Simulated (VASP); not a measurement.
In3As, 4 atoms in the cell. Symmetry: Pm-3m, No. 221, cubic system. Conventional cell: a = 4.672 Å, b = 4.672 Å, c = 4.672 Å, α = 90.00°, β = 90.00°, γ = 90.00°. In (site symmetry 4/mmm) has 8 In at 3.30 Å and 4 As at 3.30 Å within 4.3 Å. As (site symmetry m-3m) has 12 In at 3.30 Å within 4.3 Å. 

```yaml
Program: VASP 6.6.1
Task: single point
Functional: PBE
Potentials_or_basis: VASP PAW PBE potentials, release 64 (In_d, As)
Cutoff: 520 eV
k_mesh: 4 × 4 × 4
Occupations: gaussian, width 0.1 eV
Spin: no spin polarisation
Dipole_correction: no
Further_INCAR_settings: ALGO = Fast; EDIFF = 1e-06; NBANDS = 30
```

Potentials or basis: VASP PAW PBE potentials, release 64 (In_d, As).

Launch:

```console
$ cat potpaw_PBE.64/In_d/POTCAR potpaw_PBE.64/As/POTCAR > POTCAR
$ mpirun -np 1 vasp_std > vasp.out
```

Hardware: 1 thread of AMD EPYC 7R13 (shared host).

Q: Estimate the wall time of this run.

A: Wall time 69 s on 1 thread of AMD EPYC 7R13, on a shared host, peak memory 0.18 GiB. Counts: scf iterations 14, k points 10.
